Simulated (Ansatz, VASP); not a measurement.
# VN2 in VASP and in Ansatz

```
CELL_PARAMETERS angstrom
-2.15075 2.15075 2.49135
2.15075 -2.15075 2.49135
2.15075 2.15075 -2.49135
ATOMIC_POSITIONS crystal
V 0.25000 0.25000 0.00000
V 0.75000 0.75000 0.00000
N 0.11510 0.61510 0.73020
N 0.61510 0.88490 0.50000
N 0.88490 0.38490 0.26980
N 0.38490 0.11510 0.50000
```

Alike in both runs: task single point; functional PBEsol; k mesh 18 × 18 × 18; occupations gaussian, width 0.1 eV; no spin polarisation.

```csv
,VASP,Ansatz
version,VASP 6.6.1,Ansatz 0.2.0
potentials or method,"VASP PAW PBE potentials, release 64 (V_sv, N), cutoff 520 eV","scalar-relativistic, plane waves, PAW"
valence electrons in the cell,46,46
```

VASP gave:

* gap on the k mesh at the Fermi level (eV): none
* pressure (GPa): -10.9
* traceless stress, the component that is largest in VASP (GPa): -0.53
* rms of the force components (eV/Å): 0.179

What did Ansatz give for the same quantities?

gap on the k mesh at the Fermi level (eV): none; pressure (GPa): -11.6; traceless stress, the component that is largest in VASP (GPa): -0.26; rms of the force components (eV/Å): 0.217.

VASP's potentials were made for PBE, not for PBEsol. Atom by atom the forces differ by 0.038 eV/Å (rms over components). A gap of «none» marks a metal or a gap that the smearing closes.
